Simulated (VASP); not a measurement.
A run of VASP 6.6.1 is set up as follows.

INCAR

```
SYSTEM = AlCrC2N2
  ALGO = Normal
  EDIFF = 1E-7
  EDIFFG = -0.04
  ENCUT = 600
  GGA = PE
  IBRION = 2
  ISIF = 3
  ISMEAR = 0
  ISPIN = 2
  LASPH = .True.
  LCHARG = .False.
  LMAXMIX = 4
  LORBIT = 11
  LREAL = .False.
  LWAVE = .False.
  MAGMOM = 0 2.85 0 0 0 0
  NELM = 150
  NSW = 90
  PREC = Accurate
  SIGMA = 0.1
```

The input KPOINTS:

```
k-points
0
Gamma
  4 4 6
  0 0 0
```

File POSCAR:

```
AlCrC2N2
1.0
    5.2948449554     -2.6665784198      0.0000000000
    5.2948449554      2.6665784198      0.0000000000
   -0.8819223721      0.0000000000      2.9790692371
Al Cr C N
1 1 2 2
Direct
    0.0000000000      0.0000000000      0.0000000000
    0.5000000000      0.5000000000      0.5000000000
    0.8051015055      0.8051015055      0.8075367779
    0.1948984945      0.1948984945      0.1924632221
    0.6894257423      0.6894257423      0.6915831130
    0.3105742577      0.3105742577      0.3084168870
```

Potentials or basis: VASP PAW PBE potentials, release 64 (Al, Cr_pv, C, N).

Launch:

```sh
$ cat potpaw_PBE.64/Al/POTCAR potpaw_PBE.64/Cr_pv/POTCAR potpaw_PBE.64/C/POTCAR potpaw_PBE.64/N/POTCAR > POTCAR
$ mpirun -np 1 vasp_std > vasp.out
```

**Question.** Estimate the space group after relaxing (to 0.1 Å).

**Answer.** Immm (No. 71).

**Question.** Predict the net moment.

**Answer.** 3.45 μB per cell.

**Question.** Predict the relaxed volume.

**Answer.** 13.97 Å³/atom.

**Question.** Predict the relaxed cell.

**Answer.** a = 5.913 Å, b = 5.913 Å, c = 3.116 Å, α = 104.86°, β = 104.86°, γ = 53.44°.

Step by step:
| step | energy change (eV) | largest force (eV/Å) | pressure (GPa) | volume (Å³) |
| --- | --- | --- | --- | --- |
| 1 | 0.0000 | 0.4323 | 0.18 | 84.12 |
| 2 | 0.1015 | 3.0165 | -4.89 | 84.32 |
| 3 | -0.0012 | 0.0922 | -0.35 | 84.14 |
| 4 | -0.0032 | 0.1076 | 0.03 | 83.87 |
| 5 | -0.0034 | 0.1129 | 0.17 | 83.77 |
| 6 | -0.0042 | 0.1685 | 0.31 | 83.79 |
| 7 | -0.0042 | 0.1621 | 0.31 | 83.79 |
| 8 | -0.0046 | 0.0594 | 0.09 | 83.82 |
| 9 | -0.0046 | 0.0187 | -0.02 | 83.84 |

Caveat: a cell with one magnetic atom can't hold antiferromagnetic order, which such compounds often take.
